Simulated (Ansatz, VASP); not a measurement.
One calculation of Ag, two programs

Contents of INCAR:

```
SYSTEM = Ag
PREC = Accurate
ENCUT = 520
EDIFF = 1E-6
ISMEAR = 0
SIGMA = 0.15
LREAL = .FALSE.
LASPH = .TRUE.
NELM = 60
ALGO = Fast
ISIF = 2
LWAVE = .FALSE.
LCHARG = .TRUE.
GGA = PE
LELF = .TRUE.
LVHAR = .TRUE.
NBANDS = 12
```

Contents of KPOINTS:

```
regular mesh
0
G
  10 10 10
  0 0 0
```

The input POSCAR:

```
Ag
1.0
    0.0000000000      2.0124535000      2.0431000000
    2.0124535000      0.0000000000      2.0431000000
    2.0124535000      2.0124535000      0.0000000000
Ag
1
Direct
    0.0000000000      0.0000000000      0.0000000000
```

Input for Ansatz:

```yaml
crystal:
  lattice:
    - [0.0, 2.0124535, 2.0431]
    - [2.0124535, 0.0, 2.0431]
    - [2.0124535, 2.0124535, 0.0]
  atoms:
    - { symbol: Ag, position: [0.0, 0.0, 0.0] }
basis:
  ecutwfc: 420
kpoints:
  mp_grid: { grid: [10, 10, 10] }
hamiltonian:
  xc: pbe
scf:
  occupations: { method: gaussian, width: 0.15 }
output:
  forces: true
  stress: true
  eigenvalues: true
```

Change from the starting cell: strain -0.015 along x and y, +0.000 along z, atoms carried along.

Alike in both runs: task single point; functional PBE; k mesh 10 × 10 × 10; occupations gaussian, width 0.15 eV; no spin polarisation.

```csv
,VASP,Ansatz
version,VASP 6.6.1,Ansatz 0.2.0
potentials or method,"VASP PAW PBE potentials, release 64 (Ag), cutoff 520 eV","scalar-relativistic, plane waves, PAW"
valence electrons in the cell,11,19
```

```csv
,VASP,Ansatz,Ansatz less VASP
gap on the k mesh at the Fermi level (eV),none,none,-
pressure (GPa),8.7,8.8,+0.17
"traceless stress, the component that is largest in VASP (GPa)",-0.37,-0.38,-0.009
```

A gap of «none» marks a metal or a gap that the smearing closes. VASP's potentials hold 11 valence electrons a cell and Ansatz's 19, so a difference there can come from the potentials and not from the codes.
